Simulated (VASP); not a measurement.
The system is Rh.

```xyz
1
Lattice="0.0000 1.9008 1.9008 1.9008 0.0000 1.9008 1.9008 1.9008 0.0000" Properties=species:S:1:pos:R:3 pbc="T T T"
Rh    0.0000    0.0000    0.0000
```

Base run:

| Quantity | Value |
| --- | --- |
| Program | VASP 6.6.1 |
| Functional | r2SCAN |
| Potentials or basis | VASP PAW PBE potentials, release 64 (Rh_sv_GW) |
| Cutoff | 680 eV |
| k mesh | 14 × 14 × 14 |
| Occupations | fermi-dirac, width 0.3 eV |
| Spin | no spin polarisation |

Its results: band gap on the k mesh zero (an odd number of electrons rules out a gap without spin polarisation); pressure 3.3 GPa.

Task: The run is repeated on the same cell with these changes: occupations from fermi-dirac, width 0.3 eV to fermi-dirac, width 0.03 eV. What comes out?

Result: Band gap on the k mesh zero (an odd number of electrons rules out a gap without spin polarisation); pressure -0.3 GPa.

Caveats: the PAW data sets were made with another functional, which shifts forces and pressure a little; the cell stands under pressure (at least some runs); so wide a smearing shifts energies and pressures (at least some runs).
